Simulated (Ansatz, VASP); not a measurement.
**Cu in VASP and in Ansatz**

Contents of INCAR:

```
SYSTEM = Cu
ALGO = Normal
EDIFF = 1E-6
ENCUT = 520
GGA = PS
ISIF = 2
ISMEAR = 0
LASPH = .True.
LCHARG = .False.
LREAL = .False.
LWAVE = .False.
NBANDS = 12
NELM = 80
PREC = Accurate
SIGMA = 0.15
```

KPOINTS

```
k-points
0
Gamma
  28 28 28
  0 0 0
```

POSCAR

```
Cu
1.0
    0.0000000000      1.7371438586      1.7371438586
    1.7371438586      0.0000000000      1.7371438586
    1.7371438586      1.7371438586      0.0000000000
Cu
1
Direct
    0.0000000000      0.0000000000      0.0000000000
```

Input for Ansatz:

```yaml
crystal:
  lattice:
    - [0.0, 1.7371438586, 1.7371438586]
    - [1.7371438586, 0.0, 1.7371438586]
    - [1.7371438586, 1.7371438586, 0.0]
  atoms:
    - { symbol: Cu, position: [0.0, 0.0, 0.0] }
basis:
  ecutwfc: 420
kpoints:
  mp_grid: { grid: [28, 28, 28] }
hamiltonian:
  xc: pbesol
scf:
  occupations: { method: gaussian, width: 0.15 }
output:
  forces: true
  stress: true
  eigenvalues: true
  write_density: true
  write_potential: true
  elf: true
  volumetric_format: npy
```

Change from the starting cell: strain -0.025 along x and y, -0.025 along z, atoms carried along.

Alike in both runs: task single point; functional PBEsol; k mesh 28 × 28 × 28; occupations gaussian, width 0.15 eV; no spin polarisation.

|  | VASP | Ansatz |
| --- | --- | --- |
| version | VASP 6.6.1 | Ansatz 0.2.0 |
| potentials or method | VASP PAW PBE potentials, release 64 (Cu), cutoff 520 eV | scalar-relativistic, plane waves, PAW |
| valence electrons in the cell | 11 | 19 |

|  | VASP | Ansatz | Ansatz less VASP |
| --- | --- | --- | --- |
| gap on the k mesh at the Fermi level (eV) | none | none | - |
| pressure (GPa) | 16.2 | 15.5 | -0.73 |

VASP's potentials were made for PBE, not for PBEsol. A gap of «none» marks a metal or a gap that the smearing closes. VASP's potentials hold 11 valence electrons a cell and Ansatz's 19, so a difference there can come from the potentials and not from the codes.
